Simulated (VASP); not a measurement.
# NaCl (Fm-3m) in VASP: elastic constants with PBE

Aim: the elastic constants of NaCl with PBE.

Program: VASP 6.6.1. These are calculated values, not measurements. Logs are shortened: lines on timing, memory, paths and dates and some standing lists are left out, and cuts for length are marked.

**1. The cell of the first run**

It takes space group Fm-3m (No. 225, cubic). Conventional cell: a = 5.357 Å, b = 5.357 Å, c = 5.357 Å, α = 90.00°, β = 90.00°, γ = 90.00°. Na (site symmetry m-3m) has 6 Cl at 2.68 Å within 3.5 Å. Within 3.5 Å of Cl (site symmetry m-3m) lie 6 Na at 2.68 Å.

**2. Elastic constants, PBE**

INCAR

```
PREC     = Accurate       # precision mode
ENCUT    = 600            # plane-wave cutoff, eV
EDIFF    = 1E-8           # SCF threshold, eV
ISMEAR   = 0              # smearing method
SIGMA    = 0.01           # smearing width, eV
LREAL    = F              # projectors in reciprocal space
LASPH    = T              # aspherical terms in the spheres
NELM     = 60             # most SCF steps
ALGO     = Normal         # electronic algorithm
ISIF     = 3              # what is computed and relaxed
LWAVE    = F              # write WAVECAR
LCHARG   = F              # write CHGCAR
GGA      = PE             # functional
IBRION   = 6              # ionic algorithm
NFREE    = 2            
POTIM    = 0.015          # step
NSW      = 1              # ionic steps
```

KPOINTS

```
regular mesh
0
Gamma
  8 8 8
```

POSCAR

```
NaCl
1.0
    0.0000000000      2.6784744727      2.6784744727
    2.6784744727      0.0000000000      2.6784744727
    2.6784744727      2.6784744727      0.0000000000
Na Cl
1 1
Direct
    0.0000000000      0.0000000000      0.0000000000
    0.5000000000      0.5000000000      0.5000000000
```

Potentials or basis: VASP PAW PBE potentials, release 64 (Na_pv, Cl).

The run is started by

```sh
cat potpaw_PBE.64/Na_pv/POTCAR potpaw_PBE.64/Cl/POTCAR > POTCAR
mpirun -np 1 vasp_std > vasp.out
```

OUTCAR:

```text
PREC = Accurate
   ENCUT = 600
   EDIFF = 1E-8
   ISMEAR = 0
   LREAL = F
   LASPH = T
   NELM = 60
   ISIF = 3
   GGA = PE
   IBRION = 6
   NFREE = 2
   POTIM = 0.015
   NSW = 1

 ion  position               nearest neighbor table
   1  0.000  0.000  0.000-   2 2.68   2 2.68   2 2.68   2 2.68   2 2.68   2 2.68
   2  0.500  0.500  0.500-   1 2.68   1 2.68   1 2.68   1 2.68   1 2.68   1 2.68

  LATTYP: Found a face centered cubic cell.
 ALAT       =     5.3569489454

  Lattice vectors:

 A1 = (   0.0000000000,   2.6784744727,   2.6784744727)
 A2 = (   2.6784744727,   0.0000000000,   2.6784744727)
 A3 = (   2.6784744727,   2.6784744727,   0.0000000000)

Analysis of symmetry for initial positions (statically):
=====================================================================
 Subroutine PRICEL returns:
 Original cell was already a primitive cell.

 Routine SETGRP: Setting up the symmetry group for a
 face centered cubic supercell.

 Subroutine GETGRP returns: Found 48 space group operations
 (whereof 48 operations were pure point group operations)
 out of a pool of 48 trial point group operations.

The static configuration has the point symmetry O_h .

Analysis of symmetry for dynamics (positions and initial velocities):
=====================================================================
 Subroutine PRICEL returns:
 Original cell was already a primitive cell.

 Routine SETGRP: Setting up the symmetry group for a
 face centered cubic supercell.

 Subroutine GETGRP returns: Found 48 space group operations
 (whereof 48 operations were pure point group operations)
 out of a pool of 48 trial point group operations.

The dynamic configuration has the point symmetry O_h .

 Subroutine INISYM returns: Found 48 space group operations
 (whereof 48 operations are pure point group operations),
 and found     1 'primitive' translations

----------------------------------------------------------------------------------------

                                     Primitive cell

  volume of cell :      38.4320

  direct lattice vectors                    reciprocal lattice vectors
     0.000000000  2.678474473  2.678474473    -0.186673424  0.186673424  0.186673424
     2.678474473  0.000000000  2.678474473     0.186673424 -0.186673424  0.186673424
     2.678474473  2.678474473  0.000000000     0.186673424  0.186673424 -0.186673424

  length of vectors
     3.787934926  3.787934926  3.787934926     0.323327854  0.323327854  0.323327854

  position of ions in fractional coordinates (direct lattice)
     0.000000000  0.000000000  0.000000000
     0.500000000  0.500000000  0.500000000

  ion indices of the primitive-cell ions
   primitive index   ion index
                 1           1
                 2           2

----------------------------------------------------------------------------------------

 KPOINTS: regular mesh

Automatic generation of k-mesh.
 Grid dimensions read from file:
 generate k-points for:    8    8    8

 Generating k-lattice:

  Cartesian coordinates                     Fractional coordinates (reciprocal lattice)
[... 112 lines left out ...]

  FORCE on cell =-STRESS in cart. coord.  units (eV):
  Direction    XX          YY          ZZ          XY          YZ          ZX
  --------------------------------------------------------------------------------------
  -------------------------------------------------------------------------------------
  Total        1.6071451      1.6071451      1.6071451      0.0000000      0.0000000      0.0000000
  in kB       66.9997435     66.9997435     66.9997435      0.0000000      0.0000000      0.0000000
  external PRESSURE =      66.9997435 kB  Pullay stress =       0.0000000 kB
[... 89 lines left out ...]
  FREE ENERGIE OF THE ION-ELECTRON SYSTEM (eV)
  ---------------------------------------------------
  free  energy   TOTEN  =        -6.6135015483 eV

  energy  without entropy=       -6.6135015483  energy(sigma->0) =       -6.61350155

[... ionic steps 4 to 14 ...]

--------------------------------------- Ionic step       15  -------------------------------------------

 number of electron      13.9999996 magnetization

------------------------ aborting loop because EDIFF is reached ----------------------------------------
[... 67 lines left out ...]
--------------------------------------- Ionic step       17  -------------------------------------------

 number of electron      13.9999996 magnetization

 Free energy of the ion-electron system (eV)
  ---------------------------------------------------
  ext. energy  EPLUGINS =         0.00000000
  ---------------------------------------------------
  free energy    TOTEN  =        -6.64051230 eV

  energy without entropy =       -6.64051230  energy(sigma->0) =       -6.64051230

 E-fermi :   0.4155     XC(G=0):  -8.8474

 val. band max:        0.2650097044   @ k =   0.0000   0.0000   0.0000
 cond. band min:       6.0398657837   @ k =   0.0000   0.0000   0.0000
 fundamental gap:      5.7748560792
 Fermi energy:         0.4154783043

 k-point     1 :       0.0000    0.0000    0.0000
  band No.  band energies     occupation
      1     -20.3066      2.00000
      2     -20.3065      2.00000
      3     -20.3065      2.00000
      4     -12.7989      2.00000
      5       0.2650      2.00000
      6       0.2650      2.00000
      7       0.2650      2.00000
      8       6.0399      0.00000
      9      11.5032      0.00000
     10      11.5032      0.00000
     11      11.5033      0.00000
[... 309 lines left out ...]
 k-point    24 :      -0.3750    0.2500    0.1250
  band No.  band energies     occupation
      1     -20.3545      2.00000
      2     -20.3220      2.00000
      3     -20.3146      2.00000
      4     -12.2254      2.00000
      5      -1.8365      2.00000
      6      -0.7310      2.00000
      7      -0.2831      2.00000
      8       8.9763      0.00000
      9      10.3579      0.00000
     10      11.2657      0.00000
     11      12.5551      0.00000

 [... further k-points ...]

------------------------ aborting loop because EDIFF is reached ----------------------------------------

  FORCE on cell =-STRESS in cart. coord.  units (eV):
  Direction    XX          YY          ZZ          XY          YZ          ZX
  --------------------------------------------------------------------------------------
  -------------------------------------------------------------------------------------
  Total        1.6108780      1.6067000      1.6067000     -0.0000000      0.0000000     -0.0000000
  in kB       67.1553614     66.9811895     66.9811895     -0.0000000      0.0000000     -0.0000000
  external PRESSURE =      67.0392468 kB  Pullay stress =       0.0000000 kB
[... 17 lines left out ...]
  FREE ENERGIE OF THE ION-ELECTRON SYSTEM (eV)
  ---------------------------------------------------
  free  energy   TOTEN  =        -6.6405123004 eV

  energy  without entropy=       -6.6405123004  energy(sigma->0) =       -6.64051230

 INTERNAL STRAIN TENSORS FROM STRAINED CELLS
 ============================================

 INTERNAL STRAIN TENSOR FOR ION    1 for displacements in x,y,z  (eV/Angst):
          X           Y           Z          XY          YZ          ZX
  --------------------------------------------------------------------------------
  x     0.00000    -0.00000     0.00000    -0.00000     0.00000     0.00000
  y     0.00000     0.00000    -0.00000     0.00000    -0.00000     0.00000
  z     0.00000     0.00000    -0.00000     0.00000     0.00000    -0.00000

 INTERNAL STRAIN TENSORS FROM DISPLACED ATOMS
 ============================================

 INTERNAL STRAIN TENSOR FOR ION    1 for displacements in x,y,z  (eV/Angst):
          X           Y           Z          XY          YZ          ZX
  --------------------------------------------------------------------------------
  x     0.00000     0.00000     0.00000     0.00000     0.00000     0.00000
  y     0.00000     0.00000     0.00000     0.00000     0.00000     0.00000
  z     0.00000     0.00000     0.00000     0.00000     0.00000     0.00000

 INTERNAL STRAIN TENSOR FOR ION    2 for displacements in x,y,z  (eV/Angst):
          X           Y           Z          XY          YZ          ZX
  --------------------------------------------------------------------------------
  x     0.00000     0.00000     0.00000     0.00000     0.00000     0.00000
  y     0.00000     0.00000     0.00000     0.00000     0.00000     0.00000
  z     0.00000     0.00000     0.00000     0.00000     0.00000     0.00000

 Eigenvectors and eigenvalues of the dynamical matrix
 ----------------------------------------------------

   1 f  =    6.941561 THz    43.615115 2PiTHz  231.545556 cm-1    28.707977 meV
             X         Y         Z           dx          dy          dz
      0.000000  0.000000  0.000000     0.000000    0.778800    0.000000
      2.678474  2.678474  2.678474     0.000000   -0.627272    0.000000
[... 21 lines left out ...]
   6 f/i=    0.000676 THz     0.004245 2PiTHz    0.022534 cm-1     0.002794 meV
             X         Y         Z           dx          dy          dz
      0.000000  0.000000  0.000000     0.000000    0.000000   -0.627272
      2.678474  2.678474  2.678474     0.000000    0.000000   -0.778800

--------------------------------------------------------------------------------------------------------

 ELASTIC MODULI CONTR FROM IONIC RELAXATION (kBar)
 Direction    XX          YY          ZZ          XY          YZ          ZX
 --------------------------------------------------------------------------------
 XX           0.0000      0.0000      0.0000      0.0000      0.0000      0.0000
 YY           0.0000      0.0000      0.0000      0.0000      0.0000      0.0000
 ZZ           0.0000      0.0000      0.0000      0.0000      0.0000      0.0000
 XY           0.0000      0.0000      0.0000      0.0000      0.0000      0.0000
 YZ           0.0000      0.0000      0.0000      0.0000      0.0000      0.0000
 ZX           0.0000      0.0000      0.0000      0.0000      0.0000      0.0000
 --------------------------------------------------------------------------------

 TOTAL ELASTIC MODULI (kBar)
 Direction    XX          YY          ZZ          XY          YZ          ZX
 --------------------------------------------------------------------------------
 XX        1063.8205    147.9256    147.9256     -0.0000      0.0000      0.0000
 YY         147.9256   1063.8205    147.9256      0.0000     -0.0000      0.0000
 ZZ         147.9256    147.9256   1063.8205      0.0000     -0.0000     -0.0000
 XY          -0.0000      0.0000      0.0000    129.9714      0.0000     -0.0000
 YZ           0.0000     -0.0000     -0.0000      0.0000    129.9714      0.0000
 ZX           0.0000      0.0000     -0.0000     -0.0000      0.0000    129.9714
 --------------------------------------------------------------------------------
```

Run time: 13 min. Hardware: 1 thread of Intel Xeon 8259CL, shared host; peak memory 0.27 GiB.

What came out:

| Item | Value |
| --- | --- |
| Elastic constants C11, C12, C44 | 106, 15, 13 GPa |
| Voigt bulk modulus | 45 GPa |
| Highest phonon frequency at Γ, LO-TO splitting left out | 232 cm⁻¹ |

Phonon frequencies in cm⁻¹ (negative: imaginary):
| q point | frequencies |
| --- | --- |
| (0.000, 0.000, 0.000) | 0 0 0 232 232 232 |

Elastic tensor in Voigt notation (GPa, in the Cartesian axes of the cell as first typed):
```
106  15  15   0   0   0
 15 106  15   0   0   0
 15  15 106   0   0   0
  0   0   0  13   0   0
  0   0   0   0  13   0
  0   0   0   0   0  13
```

Clamped-ion elastic tensor (GPa):
```
106  15  15   0   0   0
 15 106  15   0   0   0
 15  15 106   0   0   0
  0   0   0  13   0   0
  0   0   0   0  13   0
  0   0   0   0   0  13
```

Caveat: the cell is under stress, which shifts elastic constants.
